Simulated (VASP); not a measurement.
# Ca3SbP (P4mm) in VASP: further runs

Ca3SbP is run at these levels: LDA; tasks: single point.

Everything below comes from runs of VASP 6.6.1. Logs are shortened: lines on timing, memory, paths and dates and some standing lists are left out, and cuts for length are marked.

## Step 1: The cell of the first run

The structure is tetragonal, space group P4mm (No. 99). The conventional cell has a = 5.383 Å, b = 5.383 Å, c = 5.383 Å, α = 90.00°, β = 90.00°, γ = 90.00°. Within 3.5 Å of Ca (site symmetry 4mm) lie 2 P at 2.67 to 2.71 Å. Within 4.0 Å of Ca (site symmetry 2mm) lie 2 P at 2.69 Å and 4 Sb at 3.66 to 3.96 Å and 8 Ca at 3.74 to 3.87 Å. Sb (site symmetry 4mm) has 12 Ca at 3.66 to 3.96 Å and 8 P at 4.60 to 4.72 Å within 4.8 Å. P (site symmetry 4mm) has 6 Ca at 2.67 to 2.71 Å within 3.5 Å.

## Step 2: Single point, LDA (atoms displaced along a vibrational mode, the cell strained)

INCAR reads:

```
ALGO = Normal ; EDIFF = 1E-7
ENCUT = 520 ; ISIF = 2
ISMEAR = 0 ; LASPH = True
LCHARG = False ; LREAL = False
LWAVE = False ; NBANDS = 28
NELM = 60 ; PREC = Accurate
SIGMA = 0.05
```

KPOINTS reads:

```
k-points
0
Gamma
  6 6 6
```

POSCAR reads:

```
Ca3SbP
1.0
    5.3829083819      0.0000000000      0.0000000000
    0.0000000000      5.3829083819      0.0000000000
    0.0000000000      0.0000000000      5.3829083819
Ca Sb P
3 1 1
Direct
   -0.0057413859      0.5000000000      0.5000000000
    0.4771498990      0.0000000000      0.5000000000
    0.4771498990      0.5000000000      0.0000000000
    0.0175527343      0.0000000000      0.0000000000
    0.4975610011      0.5000000000      0.5000000000
```

Potentials or basis: VASP PAW LDA potentials, release 64 (Ca_sv, Sb, P).

Launch:

```sh
$ cat potpaw_LDA.64/Ca_sv/POTCAR potpaw_LDA.64/Sb/POTCAR potpaw_LDA.64/P/POTCAR > POTCAR
$ mpirun -np 1 vasp_std > vasp.out
```

OUTCAR:

```text
EDIFF = 1E-7
   ENCUT = 520
   ISIF = 2
   ISMEAR = 0
   LASPH = True
   LREAL = False
   NELM = 60
   PREC = Accurate

 ion  position               nearest neighbor table
   1  0.994  0.500  0.500-   5 2.67   5 2.71
   2  0.477  0.000  0.500-   5 2.69   5 2.69
   3  0.477  0.500  0.000-   5 2.69   5 2.69
   4  0.018  0.000  0.000-
   5  0.498  0.500  0.500-   1 2.67   2 2.69   3 2.69   3 2.69   2 2.69   1 2.71

  LATTYP: Found a simple cubic cell.
 ALAT       =     5.3829083819

  Lattice vectors:

 A1 = (   5.3829083819,   0.0000000000,   0.0000000000)
 A2 = (   0.0000000000,   5.3829083819,   0.0000000000)
 A3 = (   0.0000000000,   0.0000000000,   5.3829083819)

Analysis of symmetry for initial positions (statically):
=====================================================================
 Subroutine PRICEL returns:
 Original cell was already a primitive cell.

 Routine SETGRP: Setting up the symmetry group for a
 simple cubic supercell.

 Subroutine GETGRP returns: Found  8 space group operations
 (whereof  8 operations were pure point group operations)
 out of a pool of 48 trial point group operations.

The static configuration has the point symmetry C_4v.

Analysis of symmetry for dynamics (positions and initial velocities):
=====================================================================
 Subroutine PRICEL returns:
 Original cell was already a primitive cell.

 Routine SETGRP: Setting up the symmetry group for a
 simple cubic supercell.

 Subroutine GETGRP returns: Found  8 space group operations
 (whereof  8 operations were pure point group operations)
 out of a pool of 48 trial point group operations.

The dynamic configuration has the point symmetry C_4v.

 Subroutine INISYM returns: Found  8 space group operations
 (whereof  8 operations are pure point group operations),
 and found     1 'primitive' translations

----------------------------------------------------------------------------------------

                                     Primitive cell

  volume of cell :     155.9736

  direct lattice vectors                    reciprocal lattice vectors
     5.382908382  0.000000000  0.000000000     0.185773179  0.000000000  0.000000000
     0.000000000  5.382908382  0.000000000     0.000000000  0.185773179  0.000000000
     0.000000000  0.000000000  5.382908382     0.000000000  0.000000000  0.185773179

  length of vectors
     5.382908382  5.382908382  5.382908382     0.185773179  0.185773179  0.185773179

  position of ions in fractional coordinates (direct lattice)
     0.994258614  0.500000000  0.500000000
     0.477149899  0.000000000  0.500000000
     0.477149899  0.500000000  0.000000000
     0.017552734  0.000000000  0.000000000
     0.497561001  0.500000000  0.500000000

  ion indices of the primitive-cell ions
   primitive index   ion index
                 1           1
                 2           2
                 3           3
                 4           4
                 5           5

----------------------------------------------------------------------------------------

 KPOINTS: k-points

Automatic generation of k-mesh.
 Grid dimensions read from file:
 generate k-points for:    6    6    6

 Generating k-lattice:

  Cartesian coordinates                     Fractional coordinates (reciprocal lattice)
     0.030962196  0.000000000  0.000000000     0.166666667  0.000000000  0.000000000
     0.000000000  0.030962196  0.000000000     0.000000000  0.166666667  0.000000000
     0.000000000  0.000000000  0.030962196     0.000000000  0.000000000  0.166666667

  Length of vectors
     0.030962196  0.030962196  0.030962196

  Shift w.r.t. Gamma in fractional coordinates (k-lattice)
     0.000000000  0.000000000  0.000000000

 Subroutine IBZKPT returns following result:
 ===========================================

 Found     40 irreducible k-points:

 Following reciprocal coordinates:
            Coordinates               Weight
  0.000000  0.000000  0.000000      1.000000
  0.166667  0.000000  0.000000      2.000000
  0.000000  0.166667  0.000000      4.000000
  0.333333  0.000000  0.000000      2.000000
  0.000000  0.333333  0.000000      4.000000
  0.500000  0.000000  0.000000      1.000000
[... 16 lines left out ...]
  0.166667  0.166667  0.166667      8.000000
  0.333333  0.166667  0.166667      8.000000
 [... further k-points ...]
   k-points           NKPTS =     40   k-points in BZ     NKDIM =     40   number of bands    NBANDS=     28
   number of dos      NEDOS =    301   number of ions     NIONS =      5
   total plane-waves  NPLWV =  64000
   dimension x,y,z NGX =    40 NGY =   40 NGZ =   40
   dimension x,y,z NGXF=    80 NGYF=   80 NGZF=   80
   ions per type =               3   1   1
   NGX,Y,Z   is equivalent  to a cutoff of  12.35, 12.35, 12.35 a.u.
   NGXF,Y,Z  is equivalent  to a cutoff of  24.71, 24.71, 24.71 a.u.
 SYSTEM =  unknown system
   PREC   = accura    normal or accurate (medium, high low for compatibility)
   ISTART =      0    job   : 0-new  1-cont  2-samecut
   ICHARG =      2    charge: 1-file 2-atom 10-const
   ISPIN  =      1    spin polarized calculation?
   LNONCOLLINEAR =      F non collinear calculations
   LSORBIT =      F    spin-orbit coupling
   LASPH  =      T    aspherical Exc in radial PAW
   ENCUT  =  520.0 eV  38.22 Ry    6.18 a.u.  10.01 10.01 10.01*2*pi/ulx,y,z
   NELM   =     60;   NELMIN=  2; NELMDL= -5     # of ELM steps
   EDIFF  = 0.1E-06   stopping-criterion for ELM
   LREAL  =      F    real-space projection
   EDIFFG = 0.1E-05   stopping-criterion for IOM
   NSW    =      0    number of steps for IOM
   IBRION =     -1    ionic relax: 0-MD 1-quasi-New 2-CG
   NFREE  =      0    steps in history (QN), initial steepest desc. (CG)
   ISIF   =      2    stress and relaxation
   ISYM   =      2    0-nonsym 1-usesym 2-fastsym
   POTIM  = 0.5000    time-step for ionic-motion
   TEBEG  =    0.0;   TEEND  =   0.0 temperature during run
   PSTRESS=    0.0 pullay stress
   NELECT =      40.0000    total number of electrons
   NUPDOWN=      -1.0000    fix difference up-down
   EMIN   =  10.00;   EMAX   =-10.00  energy-range for DOS
   EFERMI =   0.00;   METHOD = LEGACY
   ISMEAR =     0;   SIGMA  =   0.05  broadening in eV -4-tet -1-fermi 0-gaus
   EFERMI_NEDOS =   21; number of points for ismear=-14 and -15
   IALGO  =     38    algorithm
   IMIX   =      4    mixing-type and parameters
     AMIX     =   0.40;   BMIX     =  1.00
     AMIX_MAG =   1.60;   BMIX_MAG =  1.00
  volume/ion in A,a.u.               =      31.19       210.51
  Fermi-wavevector in a.u.,A,eV,Ry     =   1.040107  1.965516 14.719078  1.081822
  Thomas-Fermi vector in A             =   2.174667
   LORBIT       =      0    0 simple, 1 ext, 2 COOP (PROOUT), +10 PAW based schemes
   GGA     = CA    functional components
   LHFCALC =     F    Hartree Fock is set to
   AEXX    =    0.0000 exact exchange contribution
   IVDW    =     0    specifies the selected vdW correction
   LEPSILON=     F    determine dielectric tensor
   LRPA    =     F    only Hartree local field effects (RPA)
 non-spin polarized calculation
 Gauss-broadening in eV      SIGMA  =   0.05
  energy-cutoff  :      520.00
  volume of cell :      155.97
 maximum number of plane-waves:      4224
   NGX = 21   NGY = 21   NGZ = 21

 number of electron      39.9999996 magnetization

 Free energy of the ion-electron system (eV)
  ---------------------------------------------------
  ext. energy  EPLUGINS =         0.00000000
  ---------------------------------------------------
  free energy    TOTEN  =       -22.53363580 eV

  energy without entropy =      -22.53363580  energy(sigma->0) =      -22.53363580

 E-fermi :   3.4117     XC(G=0):  -8.8293

 val. band max:        3.1578499451   @ k =   0.0000   0.0000   0.0000
 cond. band min:       3.7628113443   @ k =   0.0000   0.0000   0.0000
 fundamental gap:      0.6049613992
 Fermi energy:         3.4117472649

 k-point     1 :       0.0000    0.0000    0.0000
  band No.  band energies     occupation
      1     -37.4764      2.00000
      2     -37.4411      2.00000
      3     -37.4295      2.00000
      4     -18.8675      2.00000
      5     -18.8675      2.00000
      6     -18.8633      2.00000
[... 20 lines left out ...]
     27       6.6883      0.00000
     28       6.6906      0.00000

 k-point     2 :       0.1667    0.0000    0.0000
  band No.  band energies     occupation
      1     -37.4755      2.00000
      2     -37.4421      2.00000
      3     -37.4295      2.00000
      4     -18.8617      2.00000
      5     -18.8617      2.00000
      6     -18.8557      2.00000
[... 20 lines left out ...]
     27       6.5088      0.00000
     28       6.7014      0.00000

 k-point     3 :       0.0000    0.1667    0.0000
  band No.  band energies     occupation
      1     -37.4758      2.00000
      2     -37.4407      2.00000
      3     -37.4305      2.00000
      4     -18.8638      2.00000
      5     -18.8615      2.00000
      6     -18.8576      2.00000
[... 20 lines left out ...]
     27       6.5343      0.00000
     28       6.6996      0.00000

 k-point     4 :       0.3333    0.0000    0.0000
  band No.  band energies     occupation
      1     -37.4734      2.00000
      2     -37.4441      2.00000
      3     -37.4294      2.00000
      4     -18.8464      2.00000
      5     -18.8464      2.00000
      6     -18.8342      2.00000
[... 578 lines left out ...]
     27       6.5132      0.00000
     28       6.5679      0.00000

 k-point    23 :       0.1667    0.1667    0.1667
  band No.  band energies     occupation
      1     -37.4746      2.00000
      2     -37.4409      2.00000
      3     -37.4314      2.00000
      4     -18.8720      2.00000
      5     -18.8510      2.00000
      6     -18.8360      2.00000
[... 20 lines left out ...]
     27       6.6700      0.00000
     28       6.6729      0.00000

 k-point    24 :       0.3333    0.1667    0.1667
  band No.  band energies     occupation
      1     -37.4730      2.00000
      2     -37.4424      2.00000
      3     -37.4314      2.00000
      4     -18.8686      2.00000
      5     -18.8471      2.00000
      6     -18.8258      2.00000
[... 20 lines left out ...]
     27       6.4430      0.00000
     28       6.6843      0.00000

 [... further k-points ...]
[... 5 lines left out ...]
  --------------------------------------------------------------------------------------
  -------------------------------------------------------------------------------------
  Total       -2.3444783     -2.6508891     -2.6508891     -0.0000000      0.0000000      0.0000000
  in kB      -24.0827369    -27.2302215    -27.2302215     -0.0000000      0.0000000      0.0000000
  external PRESSURE =     -26.1810600 kB  Pullay stress =       0.0000000 kB

 VOLUME and BASIS-vectors are now :
 -----------------------------------------------------------------------------
  energy-cutoff  :      520.00
  volume of cell :      155.97
      direct lattice vectors                 reciprocal lattice vectors
     5.382908382  0.000000000  0.000000000     0.185773179  0.000000000  0.000000000
     0.000000000  5.382908382  0.000000000     0.000000000  0.185773179  0.000000000
     0.000000000  0.000000000  5.382908382     0.000000000  0.000000000  0.185773179

 POSITION                                       TOTAL-FORCE (eV/Angst)
 -----------------------------------------------------------------------------------
      5.35200      2.69145      2.69145         0.001442      0.000000      0.000000
      2.56845      0.00000      2.69145        -0.033973     -0.000000      0.000000
      2.56845      2.69145      0.00000        -0.033973     -0.000000      0.000000
      0.09448      0.00000      0.00000         0.094649      0.000000     -0.000000
      2.67833      2.69145      2.69145        -0.028144      0.000000     -0.000000
 -----------------------------------------------------------------------------------
    total drift:                               -0.000740     -0.000000      0.000000

  FREE ENERGIE OF THE ION-ELECTRON SYSTEM (eV)
  ---------------------------------------------------
  free  energy   TOTEN  =       -22.5336357992 eV

  energy  without entropy=      -22.5336357992  energy(sigma->0) =      -22.53363580
```

Wall time 4.2 min (1 thread of Oxide Virtual Turin-like, shared host); peak memory 0.28 GiB.

What came out:

```yaml
Free_energy: -22.5336 eV
Pressure: -2.6 GPa
Largest_force: 0.095 eV/Å
Band_gap_on_the_k_mesh: 0.60 eV
```

Forces on the atoms (eV/Å):
```
Ca   0.001  0.000  0.000
Ca  -0.034  0.000  0.000
Ca  -0.034  0.000  0.000
Sb   0.095  0.000  0.000
P   -0.028  0.000  0.000
```

Levels at points of the mesh, in eV from the valence-band top:
| k point | band 17 | band 18 | band 19 | band 20 | band 21 | band 22 | band 23 | band 24 |
| --- | --- | --- | --- | --- | --- | --- | --- | --- |
| (0.00, 0.00, 0.00) | -1.73 | -0.04 | 0.00 | 0.00 | 0.60 | 0.65 | 0.80 | 1.01 |
| (0.50, 0.00, 0.00) | -1.63 | -1.63 | -0.92 | -0.92 | 1.31 | 1.53 | 1.66 | 2.64 |
| (0.00, 0.50, 0.00) | -1.62 | -1.62 | -0.93 | -0.89 | 1.30 | 1.54 | 1.66 | 2.58 |
| (0.50, 0.50, 0.00) | -1.80 | -1.21 | -1.19 | -0.88 | 1.76 | 1.79 | 1.79 | 2.12 |
| (0.00, 0.50, 0.50) | -1.79 | -1.19 | -1.19 | -0.83 | 1.74 | 1.74 | 1.76 | 2.08 |
| (0.50, 0.50, 0.50) | -3.09 | -1.57 | -1.57 | -1.55 | 1.92 | 1.96 | 1.96 | 2.70 |

Caveat: the cell differs from its parent crystal (atoms displaced along a vibrational mode, the cell strained); spin-orbit coupling is left out, which moves the levels of the heavy elements. A k mesh can miss the band edges.

## Step 3: Single point, LDA (atoms displaced along a vibrational mode, the cell strained)

INCAR reads:

```
PREC = Accurate
ENCUT = 520
EDIFF = 1E-6
ISMEAR = 0
SIGMA = 0.05
LREAL = False
LASPH = True
NELM = 80
ALGO = Normal
ISIF = 2
LWAVE = False
LCHARG = False
NBANDS = 28
```

KPOINTS reads:

```
Automatic mesh
0
Gamma
  6 6 6
```

POSCAR reads:

```
Ca3SbP
1.0
    5.3829083819      0.0000000000      0.0000000000
    0.0000000000      5.3829083819      0.0000000000
    0.0000000000      0.0000000000      5.3829083819
Ca Sb P
3 1 1
Direct
   -0.0114827719      0.5000000000      0.5000000000
    0.4542997981      0.0000000000      0.5000000000
    0.4542997981      0.5000000000      0.0000000000
    0.0351054686      0.0000000000      0.0000000000
    0.4951220023      0.5000000000      0.5000000000
```

Potentials or basis: VASP PAW LDA potentials, release 64 (Ca_sv, Sb, P).

Launch:

```sh
$ cat potpaw_LDA.64/Ca_sv/POTCAR potpaw_LDA.64/Sb/POTCAR potpaw_LDA.64/P/POTCAR > POTCAR
$ mpirun -np 1 vasp_std > vasp.out
```

Run time: 4.7 min. Hardware: 1 thread of Oxide Virtual Turin-like, shared host; peak memory 0.26 GiB.

It converged, with:

```
Free energy            : -22.5506 eV
Pressure               : -2.3 GPa
Largest force          : 0.098 eV/Å
Band gap on the k mesh : 0.81 eV
```

Forces in eV/Å, atoms in the order of the input:
```
Ca   0.000  0.000  0.000
Ca  -0.002  0.000  0.000
Ca  -0.002  0.000  0.000
Sb   0.098  0.000  0.000
P   -0.094  0.000  0.000
```

Stress tensor (GPa, compression positive):
```
-1.56  0.00  0.00
 0.00 -2.70  0.00
 0.00  0.00 -2.70
```

Levels at points of the mesh, in eV from the valence-band top:
```csv
k point,band 16,band 17,band 18,band 19,band 20,band 21,band 22,band 23,band 24,band 25
"(0.00, 0.00, 0.00)",-1.56,-1.56,-0.07,0.00,0.00,0.81,0.82,1.20,1.29,1.45
"(0.50, 0.00, 0.00)",-2.02,-1.46,-1.46,-0.79,-0.79,1.49,1.68,1.80,2.87,2.87
"(0.00, 0.50, 0.00)",-2.16,-1.44,-1.42,-0.82,-0.68,1.46,1.69,1.85,2.69,2.75
"(0.50, 0.50, 0.00)",-3.07,-1.62,-1.09,-0.98,-0.78,1.91,1.99,2.02,2.30,2.79
"(0.00, 0.50, 0.50)",-3.12,-1.58,-1.01,-1.01,-0.57,1.85,1.85,1.88,2.16,2.86
"(0.50, 0.50, 0.50)",-2.91,-2.90,-1.42,-1.42,-1.33,2.04,2.17,2.17,2.84,2.96
```

Caveat: the cell differs from its parent crystal (atoms displaced along a vibrational mode, the cell strained); spin-orbit coupling is left out, which moves the levels of the heavy elements. A k mesh can miss the band edges.

## Step 4: Single point, LDA (atoms displaced along a vibrational mode, the cell strained)

INCAR reads:

```
PREC     = Accurate       # precision mode
ENCUT    = 520            # plane-wave cutoff, eV
EDIFF    = 1E-6           # SCF threshold, eV
ISMEAR   = 0              # smearing method
SIGMA    = 0.05           # smearing width, eV
LREAL    = False          # projectors in reciprocal space
LASPH    = True           # aspherical terms in the spheres
NELM     = 80             # most SCF steps
ALGO     = Normal         # electronic algorithm
ISIF     = 2              # what is computed and relaxed
LWAVE    = False          # write WAVECAR
LCHARG   = False          # write CHGCAR
GGA      = CA             # functional
NBANDS   = 28             # bands
```

KPOINTS reads:

```
regular mesh
0
Gamma
  6 6 6
```

POSCAR reads:

```
Ca3SbP
1.0
    5.3829083819      0.0000000000      0.0000000000
    0.0000000000      5.3829083819      0.0000000000
    0.0000000000      0.0000000000      5.3829083819
Ca Sb P
3 1 1
Direct
   -0.0086120789      0.5000000000      0.5000000000
    0.4657248486      0.0000000000      0.5000000000
    0.4657248486      0.5000000000      0.0000000000
    0.0263291015      0.0000000000      0.0000000000
    0.4963415017      0.5000000000      0.5000000000
```

Launch:

```sh
$ cat potpaw_LDA.64/Ca_sv/POTCAR potpaw_LDA.64/Sb/POTCAR potpaw_LDA.64/P/POTCAR > POTCAR
$ mpirun -np 1 vasp_std > vasp.out
```

It took 3.3 min on 1 thread of Oxide Virtual Turin-like, shared host; peak memory 0.28 GiB.

Results (log left out):

| Property | Result |
| --- | --- |
| Free energy | -22.5429 eV |
| Pressure | -2.5 GPa |
| Largest force | 0.111 eV/Å |
| Band gap on the k mesh | 0.70 eV |

Forces in eV/Å, atoms in the order of the input:
```
Ca   0.001  0.000  0.000
Ca  -0.029  0.000  0.000
Ca  -0.029  0.000  0.000
Sb   0.111  0.000  0.000
P   -0.055  0.000  0.000
```

Stress tensor (GPa, compression positive):
```
-2.04  0.00  0.00
 0.00 -2.72  0.00
 0.00  0.00 -2.72
```

Levels at points of the mesh, in eV from the valence-band top:
```csv
k point,band 18,band 19,band 20,band 21,band 22,band 23
"(0.00, 0.00, 0.00)",-0.05,0.00,0.00,0.70,0.73,1.03
"(0.50, 0.00, 0.00)",-1.55,-0.86,-0.86,1.39,1.60,1.72
"(0.00, 0.50, 0.00)",-1.53,-0.87,-0.80,1.37,1.62,1.74
"(0.50, 0.50, 0.00)",-1.15,-1.09,-0.83,1.83,1.88,1.89
"(0.00, 0.50, 0.50)",-1.11,-1.11,-0.71,1.79,1.79,1.82
"(0.50, 0.50, 0.50)",-1.50,-1.50,-1.45,1.98,2.06,2.06
```

Caveat: the cell differs from its parent crystal (atoms displaced along a vibrational mode, the cell strained); spin-orbit coupling is left out, which moves the levels of the heavy elements. A k mesh can miss the band edges.

## Step 5: Overview

| cell | gap on the mesh (eV) | pressure (GPa) | largest force (eV/Å) |
| --- | --- | --- | --- |
| as given, atomic positions A | 0.60 | -2.6 | 0.09 |
| as given, atomic positions B | 0.81 | -2.3 | 0.10 |
| as given, atomic positions C | 0.70 | -2.5 | 0.11 |

Alike in all rows: task single point; level LDA; potentials or basis VASP PAW LDA potentials, release 64 (Ca_sv, Sb, P); no spin polarisation; k mesh 6 × 6 × 6; cutoff (eV) 520; smearing gaussian 0.05 eV.

Caveats: spin-orbit coupling is left out, which moves the levels of the heavy elements.

Absolute energies hang on the potentials; compare differences alone.
